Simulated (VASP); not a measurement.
A run of VASP 6.6.1 is set up as follows.

The input INCAR:

```
SYSTEM = TaN
PREC = Accurate
ENCUT = 520
EDIFF = 1E-8
ISMEAR = -1
SIGMA = 0.15
LREAL = .FALSE.
LASPH = .TRUE.
NELM = 60
ALGO = Normal
ISIF = 2
LWAVE = .FALSE.
LCHARG = .FALSE.
GGA = PS
IBRION = 8
NSW = 1
```

Contents of KPOINTS:

```
regular mesh
0
G
  16 16 16
  0 0 0
```

POSCAR

```
TaN
1.0
    0.0000000000      2.1365329390      2.1365329390
    2.1365329390      0.0000000000      2.1365329390
    2.1365329390      2.1365329390      0.0000000000
Ta N
1 1
Direct
    0.5000000000      0.5000000000      0.5000000000
    0.0000000000      0.0000000000      0.0000000000
```

Potentials or basis: VASP PAW PBE potentials, release 64 (Ta_pv, N).

Launch:

```sh
$ cat potpaw_PBE.64/Ta_pv/POTCAR potpaw_PBE.64/N/POTCAR > POTCAR
$ mpirun -np 1 vasp_std > vasp.out
```

What does it give for the highest phonon frequency at Γ, LO-TO splitting left out?

505 cm⁻¹.

Phonon frequencies in cm⁻¹ (negative: imaginary):
```csv
q point,frequencies
"(0.000, 0.000, 0.000)",0 0 0 505 505 505
```

Caveat: the cell wasn't relaxed at this level first, which shifts response properties.
